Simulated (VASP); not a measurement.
# Mo (Im-3m) in VASP: notebook

Runs on Mo. Level: PBEsol. Tasks: single point.

All numbers are computed with VASP 6.6.1; they aren't measurements. Logs are shortened: lines on timing, memory, paths and dates and some standing lists are left out, and cuts for length are marked.

### Step 1. The cell of the first run

It takes space group Im-3m (No. 229, cubic). The conventional cell has a = 3.083 Å, b = 3.083 Å, c = 3.083 Å, α = 90.00°, β = 90.00°, γ = 90.00°. Mo (site symmetry m-3m) has 14 Mo at 2.67 to 3.08 Å within 3.5 Å.

### Step 2. Single point, PBEsol

Input file INCAR:

```
  PREC = Accurate
  ENCUT = 520
  EDIFF = 1E-6
  ISMEAR = -1
  SIGMA = 0.1
  LREAL = F
  LASPH = T
  NELM = 80
  ALGO = Normal
  ISIF = 2
  LWAVE = F
  LCHARG = T
  GGA = PS
  LELF = T
  LVHAR = T
  NBANDS = 13
```

Input file KPOINTS:

```
regular mesh
0
Gamma
  13 13 13
```

Input file POSCAR:

```
Mo
1.0
   -1.5413003752      1.5413003752      1.5413003752
    1.5413003752     -1.5413003752      1.5413003752
    1.5413003752      1.5413003752     -1.5413003752
Mo
1
Direct
    0.0000000000      0.0000000000      0.0000000000
```

Potentials or basis: VASP PAW PBE potentials, release 64 (Mo_sv).

Run with:

```sh
$ cat potpaw_PBE.64/Mo_sv/POTCAR > POTCAR
$ mpirun -np 1 vasp_std > vasp.out
```

OUTCAR:

```text
PREC = Accurate
   ENCUT = 520
   EDIFF = 1E-6
   ISMEAR = -1
   LREAL = F
   LASPH = T
   NELM = 80
   ISIF = 2
   GGA = PS

 ion  position               nearest neighbor table
   1  0.000  0.000  0.000-

  LATTYP: Found a body centered cubic cell.
 ALAT       =     3.0826007504

  Lattice vectors:

 A1 = (  -1.5413003752,   1.5413003752,   1.5413003752)
 A2 = (   1.5413003752,  -1.5413003752,   1.5413003752)
 A3 = (   1.5413003752,   1.5413003752,  -1.5413003752)

Analysis of symmetry for initial positions (statically):
=====================================================================
 Subroutine PRICEL returns:
 Original cell was already a primitive cell.

 Routine SETGRP: Setting up the symmetry group for a
 body centered cubic supercell.

 Subroutine GETGRP returns: Found 48 space group operations
[... 9 lines left out ...]

 Routine SETGRP: Setting up the symmetry group for a
 body centered cubic supercell.

 Subroutine GETGRP returns: Found 48 space group operations
[... 11 lines left out ...]
                                     Primitive cell

  volume of cell :      14.6461

  direct lattice vectors                    reciprocal lattice vectors
    -1.541300375  1.541300375  1.541300375     0.000000000  0.324401400  0.324401400
     1.541300375 -1.541300375  1.541300375     0.324401400  0.000000000  0.324401400
     1.541300375  1.541300375 -1.541300375     0.324401400  0.324401400  0.000000000

  length of vectors
     2.669610560  2.669610560  2.669610560     0.458772860  0.458772860  0.458772860

  position of ions in fractional coordinates (direct lattice)
     0.000000000  0.000000000  0.000000000

  ion indices of the primitive-cell ions
   primitive index   ion index
                 1           1

----------------------------------------------------------------------------------------

 KPOINTS: regular mesh

Automatic generation of k-mesh.
 Grid dimensions read from file:
 generate k-points for:   13   13   13

 Generating k-lattice:

  Cartesian coordinates                     Fractional coordinates (reciprocal lattice)
     0.000000000  0.024953954  0.024953954     0.076923077  0.000000000  0.000000000
     0.024953954  0.000000000  0.024953954     0.000000000  0.076923077  0.000000000
     0.024953954  0.024953954  0.000000000     0.000000000  0.000000000  0.076923077

  Length of vectors
     0.035290220  0.035290220  0.035290220

  Shift w.r.t. Gamma in fractional coordinates (k-lattice)
     0.000000000  0.000000000  0.000000000
[... 50 lines left out ...]
   NELM   =     80;   NELMIN=  2; NELMDL= -5     # of ELM steps
   EDIFF  = 0.1E-05   stopping-criterion for ELM
   LREAL  =      F    real-space projection
   EDIFFG = 0.1E-04   stopping-criterion for IOM
   NSW    =      0    number of steps for IOM
   IBRION =     -1    ionic relax: 0-MD 1-quasi-New 2-CG
   NFREE  =      0    steps in history (QN), initial steepest desc. (CG)
   ISIF   =      2    stress and relaxation
   ISYM   =      2    0-nonsym 1-usesym 2-fastsym
   POTIM  = 0.5000    time-step for ionic-motion
   TEBEG  =    0.0;   TEEND  =   0.0 temperature during run
   PSTRESS=    0.0 pullay stress
   NELECT =      14.0000    total number of electrons
   NUPDOWN=      -1.0000    fix difference up-down
   EMIN   =  10.00;   EMAX   =-10.00  energy-range for DOS
   EFERMI =   0.00;   METHOD = LEGACY
   ISMEAR =    -1;   SIGMA  =   0.10  broadening in eV -4-tet -1-fermi 0-gaus
   EFERMI_NEDOS =   21; number of points for ismear=-14 and -15
   IALGO  =     38    algorithm
   IMIX   =      4    mixing-type and parameters
     AMIX     =   0.40;   BMIX     =  1.00
     AMIX_MAG =   1.60;   BMIX_MAG =  1.00
  volume/ion in A,a.u.               =      14.65        98.84
  Fermi-wavevector in a.u.,A,eV,Ry     =   1.612663  3.047491 35.384416  2.600681
  Thomas-Fermi vector in A             =   2.707857
   LORBIT       =      0    0 simple, 1 ext, 2 COOP (PROOUT), +10 PAW based schemes
   GGA     = PS    functional components
   LHFCALC =     F    Hartree Fock is set to
   AEXX    =    0.0000 exact exchange contribution
   IVDW    =     0    specifies the selected vdW correction
   LEPSILON=     F    determine dielectric tensor
   LRPA    =     F    only Hartree local field effects (RPA)
 non-spin polarized calculation
  energy-cutoff  :      520.00
  volume of cell :       14.65
 maximum number of plane-waves:       410
   NGX =  9   NGY =  9   NGZ =  9

 number of electron      13.9999997 magnetization

 Free energy of the ion-electron system (eV)
  ---------------------------------------------------
  ext. energy  EPLUGINS =         0.00000000
  ---------------------------------------------------
  free energy    TOTEN  =       -11.76287233 eV

  energy without entropy =      -11.74213111  energy(sigma->0) =      -11.75250172

 E-fermi :  13.6398     XC(G=0): -13.8996

 val. band max:       13.6288585432   @ k =  -0.3077   0.3077   0.1538
 cond. band min:      13.6689356295   @ k =  -0.2308   0.3077   0.0769
 fundamental gap:      0.0400770863
 Fermi energy:        13.6397758943

 k-point     1 :       0.0000    0.0000    0.0000
  band No.  band energies     occupation
      1     -47.6674      2.00000
      2     -20.7866      2.00000
      3     -20.7866      2.00000
      4     -20.7866      2.00000
      5       6.0530      2.00000
      6      12.0422      2.00000
      7      12.0422      2.00000
      8      12.0422      2.00000
      9      15.3094      0.00000
     10      15.3094      0.00000
     11      28.4356      0.00000
     12      28.4356      0.00000
     13      28.4356      0.00000
[... 354 lines left out ...]
  band No.  band energies     occupation
      1     -47.4180      2.00000
      2     -22.0229      2.00000
      3     -21.1638      2.00000
      4     -20.8875      2.00000
      5       8.8078      2.00000
      6      10.3167      2.00000
      7      11.5472      2.00000
      8      15.1030      0.00000
      9      15.6716      0.00000
     10      17.2303      0.00000
     11      28.2672      0.00000
     12      29.2282      0.00000
     13      33.1096      0.00000

 [... further k-points ...]
[... 5 lines left out ...]
  --------------------------------------------------------------------------------------
  -------------------------------------------------------------------------------------
  Total        1.3180568      1.3180568      1.3180568     -0.0000000     -0.0000000      0.0000000
  in kB      144.1859252    144.1859252    144.1859252     -0.0000000     -0.0000000      0.0000000
  external PRESSURE =     144.1859252 kB  Pullay stress =       0.0000000 kB

 VOLUME and BASIS-vectors are now :
 -----------------------------------------------------------------------------
  energy-cutoff  :      520.00
  volume of cell :       14.65
      direct lattice vectors                 reciprocal lattice vectors
    -1.541300375  1.541300375  1.541300375     0.000000000  0.324401400  0.324401400
     1.541300375 -1.541300375  1.541300375     0.324401400  0.000000000  0.324401400
     1.541300375  1.541300375 -1.541300375     0.324401400  0.324401400  0.000000000

 POSITION                                       TOTAL-FORCE (eV/Angst)
 -----------------------------------------------------------------------------------
      0.00000      0.00000      0.00000        -0.000000     -0.000000     -0.000000
 -----------------------------------------------------------------------------------
    total drift:                                0.000000      0.000000     -0.000000

  FREE ENERGIE OF THE ION-ELECTRON SYSTEM (eV)
  ---------------------------------------------------
  free  energy   TOTEN  =       -11.7628723270 eV

  energy  without entropy=      -11.7421311086  energy(sigma->0) =      -11.75250172
```

OSZICAR:

```text
N       E                     dE             d eps       ncg     rms          rms(c)
DAV:   1     0.878031395738E+02    0.87803E+02   -0.81127E+03  2192   0.112E+03
DAV:   2    -0.113434919931E+02   -0.99147E+02   -0.95612E+02  2504   0.310E+02
DAV:   3    -0.124643701583E+02   -0.11209E+01   -0.11178E+01  2369   0.322E+01
DAV:   4    -0.124666801798E+02   -0.23100E-02   -0.23100E-02  2534   0.181E+00
DAV:   5    -0.124666946074E+02   -0.14428E-04   -0.14428E-04  2424   0.126E-01    0.184E+01
DAV:   6    -0.118620564998E+02    0.60464E+00   -0.69529E-01  2259   0.104E+01    0.550E+00
DAV:   7    -0.117684126922E+02    0.93644E-01   -0.15098E-01  2414   0.460E+00    0.835E-01
DAV:   8    -0.117628584936E+02    0.55542E-02   -0.39956E-03  2249   0.809E-01    0.175E-01
DAV:   9    -0.117628660478E+02   -0.75541E-05   -0.74174E-05  2574   0.104E-01    0.867E-02
DAV:  10    -0.117628720603E+02   -0.60125E-05   -0.88733E-06  2274   0.358E-02    0.525E-03
DAV:  11    -0.117628723270E+02   -0.26671E-06   -0.76979E-08  1192   0.311E-03
   1 F= -.11762872E+02 E0= -.11752502E+02  d E =-.207412E-01
```

It took 5.3 s on 1 thread of Intel Xeon 6975P-C (Granite Rapids), shared host; peak memory 0.13 GiB.

What came out:

* Free energy: -11.7629 eV
* Pressure: 14.4 GPa
* Band gap on the k mesh: zero (band 7 reaches 17.51 eV, above the bottom of band 8 at 12.04 eV)

Levels at points of the mesh, in eV from the Fermi level:
| k point | band 5 | band 6 | band 7 | band 8 | band 9 | band 10 |
| --- | --- | --- | --- | --- | --- | --- |
| (0.00, 0.00, 0.00) | -7.59 | -1.60 | -1.60 | -1.60 | 1.67 | 1.67 |

Caveat: the PAW data sets were made with another functional, which shifts forces and pressure a little.

### Step 3. Single point, PBEsol

This run uses another cell than the first one, of 14.96 Å³/atom, 1.021 times its volume.

Input file INCAR:

```
SYSTEM = Mo
ALGO = Normal
EDIFF = 1E-6
ENCUT = 520
GGA = PS
ISIF = 2
ISMEAR = -1
LASPH = .TRUE.
LCHARG = .FALSE.
LREAL = .FALSE.
LWAVE = .FALSE.
NBANDS = 13
NELM = 80
PREC = Accurate
SIGMA = 0.1
```

Input file KPOINTS:

```
k-points
0
G
  13 13 13
  0 0 0
```

Input file POSCAR:

```
Mo
1.0
   -1.5521549608      1.5521549608      1.5521549608
    1.5521549608     -1.5521549608      1.5521549608
    1.5521549608      1.5521549608     -1.5521549608
Mo
1
Direct
    0.0000000000      0.0000000000      0.0000000000
```

Potentials or basis: VASP PAW PBE potentials, release 64 (Mo_sv).

Run with:

```sh
$ cat potpaw_PBE.64/Mo_sv/POTCAR > POTCAR
$ mpirun -np 1 vasp_std > vasp.out
```

OUTCAR:

```text
SYSTEM = Mo
   EDIFF = 1E-6
   ENCUT = 520
   GGA = PS
   ISIF = 2
   ISMEAR = -1
   LASPH = .TRUE.
   LREAL = .FALSE.
   NELM = 80
   PREC = Accurate

 ion  position               nearest neighbor table
   1  0.000  0.000  0.000-

  LATTYP: Found a body centered cubic cell.
 ALAT       =     3.1043099216

  Lattice vectors:

 A1 = (  -1.5521549608,   1.5521549608,   1.5521549608)
 A2 = (   1.5521549608,  -1.5521549608,   1.5521549608)
 A3 = (   1.5521549608,   1.5521549608,  -1.5521549608)

Analysis of symmetry for initial positions (statically):
[... 552 lines left out ...]
      6      10.0551      2.00000
      7      11.2108      2.00000
      8      14.7125      0.00000
      9      15.2650      0.00000
     10      16.7664      0.00000
     11      27.7960      0.00000
     12      28.6002      0.00000
     13      32.6208      0.00000

 [... further k-points ...]
[... 5 lines left out ...]
  --------------------------------------------------------------------------------------
  -------------------------------------------------------------------------------------
  Total        0.7068766      0.7068766      0.7068766      0.0000000      0.0000000     -0.0000000
  in kB       75.7162241     75.7162241     75.7162241      0.0000000      0.0000000     -0.0000000
  external PRESSURE =      75.7162241 kB  Pullay stress =       0.0000000 kB

 VOLUME and BASIS-vectors are now :
 -----------------------------------------------------------------------------
  energy-cutoff  :      520.00
  volume of cell :       14.96
      direct lattice vectors                 reciprocal lattice vectors
    -1.552154961  1.552154961  1.552154961     0.000000000  0.322132785  0.322132785
     1.552154961 -1.552154961  1.552154961     0.322132785  0.000000000  0.322132785
     1.552154961  1.552154961 -1.552154961     0.322132785  0.322132785  0.000000000

 POSITION                                       TOTAL-FORCE (eV/Angst)
 -----------------------------------------------------------------------------------
      0.00000      0.00000      0.00000         0.000000     -0.000000      0.000000
 -----------------------------------------------------------------------------------
    total drift:                                0.000000     -0.000000      0.000000

  FREE ENERGIE OF THE ION-ELECTRON SYSTEM (eV)
  ---------------------------------------------------
  free  energy   TOTEN  =       -11.7842831706 eV

  energy  without entropy=      -11.7629429554  energy(sigma->0) =      -11.77361306
```

OSZICAR:

```text
N       E                     dE             d eps       ncg     rms          rms(c)
DAV:   1     0.917395004220E+02    0.91740E+02   -0.80704E+03  2240   0.111E+03
DAV:   2    -0.113164134274E+02   -0.10306E+03   -0.99051E+02  2504   0.312E+02
DAV:   3    -0.125085956584E+02   -0.11922E+01   -0.11893E+01  2439   0.331E+01
DAV:   4    -0.125111649675E+02   -0.25693E-02   -0.25693E-02  2454   0.187E+00
DAV:   5    -0.125111800934E+02   -0.15126E-04   -0.15125E-04  2479   0.129E-01    0.175E+01
DAV:   6    -0.118836623780E+02    0.62752E+00   -0.73210E-01  2249   0.106E+01    0.503E+00
DAV:   7    -0.117898662262E+02    0.93796E-01   -0.15161E-01  2399   0.457E+00    0.878E-01
DAV:   8    -0.117842876621E+02    0.55786E-02   -0.40562E-03  2239   0.817E-01    0.176E-01
DAV:   9    -0.117842767492E+02    0.10913E-04   -0.88591E-05  2574   0.114E-01    0.823E-02
DAV:  10    -0.117842829168E+02   -0.61676E-05   -0.93885E-06  2279   0.365E-02    0.508E-03
DAV:  11    -0.117842831706E+02   -0.25386E-06   -0.97753E-08  1207   0.345E-03
   1 F= -.11784283E+02 E0= -.11773613E+02  d E =-.213402E-01
```

It took 5.4 s on 1 thread of Intel Xeon 6975P-C (Granite Rapids), shared host; peak memory 0.13 GiB.

Results:

```yaml
Free_energy: -11.7843 eV
Pressure: 7.6 GPa
Band_gap_on_the_k_mesh: zero (band 7 reaches 17.04 eV, above the bottom of band 8 at 11.73 eV)
```

Levels at points of the mesh, in eV from the Fermi level:
```csv
k point,band 4,band 5,band 6,band 7,band 8,band 9,band 10,band 11
"(0.00, 0.00, 0.00)",-34.47,-7.52,-1.55,-1.55,-1.55,1.64,1.64,14.77
```

Caveat: the PAW data sets were made with another functional, which shifts forces and pressure a little.
